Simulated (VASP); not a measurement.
# TaF3 in VASP: notebook

The runs below take TaF3 through single point, with PBEsol.

Everything below comes from runs of VASP 6.6.1. Logs are shortened: lines on timing, memory, paths and dates and some standing lists are left out, and cuts for length are marked.

### Step 1. The cell of the first run

Symmetry: Pm-3m, No. 221, cubic system. The conventional cell has a = 3.960 Å, b = 3.960 Å, c = 3.960 Å, α = 90.00°, β = 90.00°, γ = 90.00°. Ta (site symmetry m-3m) has 6 F at 1.98 Å within 2.6 Å. Within 2.6 Å of F (site symmetry 4/mmm) lie 2 Ta at 1.98 Å.

### Step 2. Single point, PBEsol (strain +0.015 along x and y, +0.015 along z)

INCAR

```
SYSTEM = TaF3
PREC = Accurate ; ENCUT = 520
EDIFF = 1E-7 ; ISMEAR = 0
SIGMA = 0.15 ; LREAL = .FALSE.
LASPH = .TRUE. ; NELM = 80
ALGO = Normal ; ISIF = 2
LWAVE = .FALSE. ; LCHARG = .TRUE.
GGA = PS ; LELF = .TRUE.
LVHAR = .TRUE. ; NBANDS = 24
```

KPOINTS

```
regular mesh
0
G
  12 12 12
  0 0 0
```

POSCAR

```
TaF3
1.0
    3.9597180000      0.0000000000      0.0000000000
    0.0000000000      3.9597180000      0.0000000000
    0.0000000000      0.0000000000      3.9597180000
Ta F
1 3
Direct
    0.0000000000      0.0000000000      0.0000000000
    0.5000000000      0.0000000000      0.0000000000
    0.0000000000      0.5000000000      0.0000000000
    0.0000000000      0.0000000000      0.5000000000
```

Potentials or basis: VASP PAW PBE potentials, release 64 (Ta_pv, F).

Started as:

```
> cat potpaw_PBE.64/Ta_pv/POTCAR potpaw_PBE.64/F/POTCAR > POTCAR
> mpirun -np 1 vasp_std > vasp.out
```

OUTCAR:

```text
SYSTEM = TaF3
   PREC = Accurate
   ENCUT = 520
   EDIFF = 1E-7
   ISMEAR = 0
   LREAL = .FALSE.
   LASPH = .TRUE.
   NELM = 80
   ISIF = 2
   GGA = PS

 ion  position               nearest neighbor table
   1  0.000  0.000  0.000-   2 1.98   3 1.98   4 1.98   4 1.98   3 1.98   2 1.98
   2  0.500  0.000  0.000-   1 1.98   1 1.98
   3  0.000  0.500  0.000-   1 1.98   1 1.98
   4  0.000  0.000  0.500-   1 1.98   1 1.98

  LATTYP: Found a simple cubic cell.
 ALAT       =     3.9597180000

  Lattice vectors:

 A1 = (   3.9597180000,   0.0000000000,   0.0000000000)
 A2 = (   0.0000000000,   3.9597180000,   0.0000000000)
 A3 = (   0.0000000000,   0.0000000000,   3.9597180000)

Analysis of symmetry for initial positions (statically):
=====================================================================
 Subroutine PRICEL returns:
 Original cell was already a primitive cell.

 Routine SETGRP: Setting up the symmetry group for a
 simple cubic supercell.

 Subroutine GETGRP returns: Found 48 space group operations
 (whereof 48 operations were pure point group operations)
 out of a pool of 48 trial point group operations.

The static configuration has the point symmetry O_h .

Analysis of symmetry for dynamics (positions and initial velocities):
=====================================================================
 Subroutine PRICEL returns:
 Original cell was already a primitive cell.

 Routine SETGRP: Setting up the symmetry group for a
 simple cubic supercell.

 Subroutine GETGRP returns: Found 48 space group operations
 (whereof 48 operations were pure point group operations)
 out of a pool of 48 trial point group operations.

The dynamic configuration has the point symmetry O_h .

 Subroutine INISYM returns: Found 48 space group operations
 (whereof 48 operations are pure point group operations),
 and found     1 'primitive' translations

----------------------------------------------------------------------------------------

                                     Primitive cell

  volume of cell :      62.0859

  direct lattice vectors                    reciprocal lattice vectors
     3.959718000  0.000000000  0.000000000     0.252543237  0.000000000  0.000000000
[... 80 lines left out ...]
 SYSTEM =  TaF3
   PREC   = accura    normal or accurate (medium, high low for compatibility)
   ISTART =      0    job   : 0-new  1-cont  2-samecut
   ICHARG =      2    charge: 1-file 2-atom 10-const
   ISPIN  =      1    spin polarized calculation?
   LNONCOLLINEAR =      F non collinear calculations
   LSORBIT =      F    spin-orbit coupling
   LASPH  =      T    aspherical Exc in radial PAW
   ENCUT  =  520.0 eV  38.22 Ry    6.18 a.u.   7.36  7.36  7.36*2*pi/ulx,y,z
   NELM   =     80;   NELMIN=  2; NELMDL= -5     # of ELM steps
   EDIFF  = 0.1E-06   stopping-criterion for ELM
   LREAL  =      F    real-space projection
   EDIFFG = 0.1E-05   stopping-criterion for IOM
   NSW    =      0    number of steps for IOM
   IBRION =     -1    ionic relax: 0-MD 1-quasi-New 2-CG
   NFREE  =      0    steps in history (QN), initial steepest desc. (CG)
   ISIF   =      2    stress and relaxation
   ISYM   =      2    0-nonsym 1-usesym 2-fastsym
   POTIM  = 0.5000    time-step for ionic-motion
   TEBEG  =    0.0;   TEEND  =   0.0 temperature during run
   PSTRESS=    0.0 pullay stress
   NELECT =      32.0000    total number of electrons
   NUPDOWN=      -1.0000    fix difference up-down
   EMIN   =  10.00;   EMAX   =-10.00  energy-range for DOS
   EFERMI =   0.00;   METHOD = LEGACY
   ISMEAR =     0;   SIGMA  =   0.15  broadening in eV -4-tet -1-fermi 0-gaus
   EFERMI_NEDOS =   21; number of points for ismear=-14 and -15
   IALGO  =     38    algorithm
   IMIX   =      4    mixing-type and parameters
     AMIX     =   0.40;   BMIX     =  1.00
     AMIX_MAG =   1.60;   BMIX_MAG =  1.00
  volume/ion in A,a.u.               =      15.52       104.74
  Fermi-wavevector in a.u.,A,eV,Ry     =   1.312584  2.480425 23.441175  1.722878
  Thomas-Fermi vector in A             =   2.442966
   LORBIT       =      0    0 simple, 1 ext, 2 COOP (PROOUT), +10 PAW based schemes
   GGA     = PS    functional components
   LHFCALC =     F    Hartree Fock is set to
   AEXX    =    0.0000 exact exchange contribution
   IVDW    =     0    specifies the selected vdW correction
   LEPSILON=     F    determine dielectric tensor
   LRPA    =     F    only Hartree local field effects (RPA)
 non-spin polarized calculation
 Gauss-broadening in eV      SIGMA  =   0.15
  energy-cutoff  :      520.00
  volume of cell :       62.09
 maximum number of plane-waves:      1743
 NGX is ok and might be reduce to    30
   NGX = 15   NGY = 15   NGZ = 15

 number of electron      31.9999962 magnetization

 Free energy of the ion-electron system (eV)
  ---------------------------------------------------
  ext. energy  EPLUGINS =         0.00000000
  ---------------------------------------------------
  free energy    TOTEN  =       -27.69235347 eV

  energy without entropy =      -27.66062399  energy(sigma->0) =      -27.67648873

 E-fermi :   4.3548     XC(G=0):  -8.9696

 val. band max:        4.3509763596   @ k =   0.3333   0.3333   0.0000
 cond. band min:       4.3797894952   @ k =   0.3333   0.0833   0.0833
 fundamental gap:      0.0288131356
 Fermi energy:         4.3547828296

 k-point     1 :       0.0000    0.0000    0.0000
  band No.  band energies     occupation
      1     -32.5917      2.00000
      2     -32.5917      2.00000
      3     -32.5917      2.00000
      4     -24.1944      2.00000
      5     -23.8674      2.00000
      6     -23.8674      2.00000
[... 637 lines left out ...]
     23      10.9892      0.00000
     24      12.6765      0.00000

 [... further k-points ...]
[... 5 lines left out ...]
  --------------------------------------------------------------------------------------
  -------------------------------------------------------------------------------------
  Total        4.8491704      4.8491704      4.8491704     -0.0000000      0.0000000     -0.0000000
  in kB      125.1368594    125.1368594    125.1368594     -0.0000000      0.0000000     -0.0000000
  external PRESSURE =     125.1368594 kB  Pullay stress =       0.0000000 kB

 VOLUME and BASIS-vectors are now :
 -----------------------------------------------------------------------------
  energy-cutoff  :      520.00
  volume of cell :       62.09
      direct lattice vectors                 reciprocal lattice vectors
     3.959718000  0.000000000  0.000000000     0.252543237  0.000000000  0.000000000
     0.000000000  3.959718000  0.000000000     0.000000000  0.252543237  0.000000000
     0.000000000  0.000000000  3.959718000     0.000000000  0.000000000  0.252543237

 POSITION                                       TOTAL-FORCE (eV/Angst)
 -----------------------------------------------------------------------------------
      0.00000      0.00000      0.00000         0.000000      0.000000      0.000000
      1.97986      0.00000      0.00000         0.000000      0.000000      0.000000
      0.00000      1.97986      0.00000         0.000000      0.000000      0.000000
      0.00000      0.00000      1.97986         0.000000      0.000000      0.000000
 -----------------------------------------------------------------------------------
    total drift:                                0.000000      0.000000      0.000000

  FREE ENERGIE OF THE ION-ELECTRON SYSTEM (eV)
  ---------------------------------------------------
  free  energy   TOTEN  =       -27.6923534697 eV

  energy  without entropy=      -27.6606239853  energy(sigma->0) =      -27.67648873
```

OSZICAR:

```text
N       E                     dE             d eps       ncg     rms          rms(c)
DAV:   1     0.263731583647E+03    0.26373E+03   -0.17989E+04  4032   0.130E+03
DAV:   2    -0.160584371418E+02   -0.27979E+03   -0.26973E+03  5176   0.368E+02
DAV:   3    -0.294072562064E+02   -0.13349E+02   -0.13270E+02  5056   0.803E+01
DAV:   4    -0.295168180145E+02   -0.10956E+00   -0.10953E+00  4400   0.816E+00
DAV:   5    -0.295179291853E+02   -0.11112E-02   -0.11111E-02  5032   0.796E-01    0.274E+01
DAV:   6    -0.276990263185E+02    0.18189E+01   -0.63212E+00  4272   0.229E+01    0.139E+01
DAV:   7    -0.276847059420E+02    0.14320E-01   -0.19241E-01  4288   0.395E+00    0.811E+00
DAV:   8    -0.276899087767E+02   -0.52028E-02   -0.22031E-02  4488   0.146E+00    0.119E+00
DAV:   9    -0.276892945226E+02    0.61425E-03   -0.34117E-03  4824   0.452E-01    0.174E-01
DAV:  10    -0.276916898997E+02   -0.23954E-02   -0.19757E-03  4056   0.283E-01    0.330E-02
DAV:  11    -0.276923225557E+02   -0.63266E-03   -0.63519E-04  4160   0.121E-01    0.352E-02
DAV:  12    -0.276923477235E+02   -0.25168E-04   -0.22107E-05  4504   0.309E-02    0.128E-02
DAV:  13    -0.276923532146E+02   -0.54911E-05   -0.71678E-06  4288   0.157E-02    0.261E-03
DAV:  14    -0.276923534462E+02   -0.23156E-06   -0.26041E-07  4136   0.264E-03    0.250E-04
DAV:  15    -0.276923534697E+02   -0.23543E-07   -0.31421E-08  3040   0.105E-03
   1 F= -.27692353E+02 E0= -.27676489E+02  d E =-.317295E-01
```

It took 1.8 min on 1 thread of Intel Xeon Platinum 8259CL at 2.50GHz (Skylake/Cascade Lake), shared host; peak memory 0.24 GiB.

Results:

| Item | Value |
| --- | --- |
| Free energy | -27.6924 eV |
| Pressure | 12.5 GPa |
| Band gap on the k mesh | zero (bands 16 and 17 overlap by 2.83 eV) |

Caveat: the cell differs from its parent crystal (strain +0.015 along x and y, +0.015 along z); the cell stands under pressure; the PAW data sets were made with another functional, which shifts forces and pressure a little; spin-orbit coupling is left out, which moves the levels of the heavy elements.

(Part 1 of 3 ends here.)
